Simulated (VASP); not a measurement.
Write the native input for VASP 6.6.1 that does the following.

| Quantity | Value |
| --- | --- |
| Task | single point |
| Functional | r2SCAN |
| Dispersion | rVV10 |
| Potentials or basis | VASP PAW PBE potentials, release 64 (B, Bi_d) |
| Cutoff | 520 eV |
| k mesh | 8 × 8 × 8 |
| Occupations | fermi-dirac, width 0.03 eV |
| Spin | no spin polarisation |
| Dipole correction | no |
| Further INCAR settings | ALGO = Normal; EDIFF = 1e-06; NBANDS = 16 |

Crystal: BiB.

```
CELL_PARAMETERS angstrom
3.35540 0.00000 0.00000
0.00000 3.35540 0.00000
0.00000 0.00000 3.35540
ATOMIC_POSITIONS crystal
B 0.00000 0.00000 0.00000
Bi 0.50000 0.50000 0.50000
```

One way to write it, as run:

POSCAR

```
BiB
1.0
    3.3553963765      0.0000000000      0.0000000000
    0.0000000000      3.3553963765      0.0000000000
    0.0000000000      0.0000000000      3.3553963765
B Bi
1 1
Direct
    0.0000000000      0.0000000000      0.0000000000
    0.5000000000      0.5000000000      0.5000000000
```

INCAR.step1

```
SYSTEM = BiB
PREC = Accurate
ENCUT = 520
ISMEAR = -1
SIGMA = 0.03
LREAL = .FALSE.
LASPH = .TRUE.
NELM = 100
NBANDS = 16
GGA = PE
ALGO = Normal
EDIFF = 1E-4
LWAVE = .TRUE.
LCHARG = .FALSE.
```

INCAR.step2

```
SYSTEM = BiB
PREC = Accurate
ENCUT = 520
EDIFF = 1E-6
ISMEAR = -1
SIGMA = 0.03
LREAL = .FALSE.
LASPH = .TRUE.
NELM = 100
ALGO = Normal
ISIF = 2
LWAVE = .FALSE.
LCHARG = .FALSE.
METAGGA = R2SCAN
LMIXTAU = .TRUE.
LUSE_VDW = .TRUE.
IVDW_NL = 2
BPARAM = 11.95
CPARAM = 0.0093
NBANDS = 16
ISTART = 1
```

KPOINTS

```
Automatic mesh
0
G
  8 8 8
  0 0 0
```

Potentials or basis: VASP PAW PBE potentials, release 64 (B, Bi_d).

Launch:

```bash
$ cat potpaw_PBE.64/B/POTCAR potpaw_PBE.64/Bi_d/POTCAR > POTCAR
$ cp INCAR.step1 INCAR
$ mpirun -np 1 vasp_std > vasp.out
$ cp INCAR.step2 INCAR
$ mpirun -np 1 vasp_std > vasp.out
```

Results of the run:

```yaml
Pressure: 0.2 GPa
Band_gap_on_the_k_mesh: zero (bands 9 and 10 overlap by 4.48 eV)
```

Caveat: the PAW data sets were made with another functional, which shifts forces and pressure a little; spin-orbit coupling is left out, which moves the levels of the heavy elements.

Run time: 3.2 min on 1 thread of Intel Xeon 8259CL, on a shared host, peak memory 0.27 GiB.
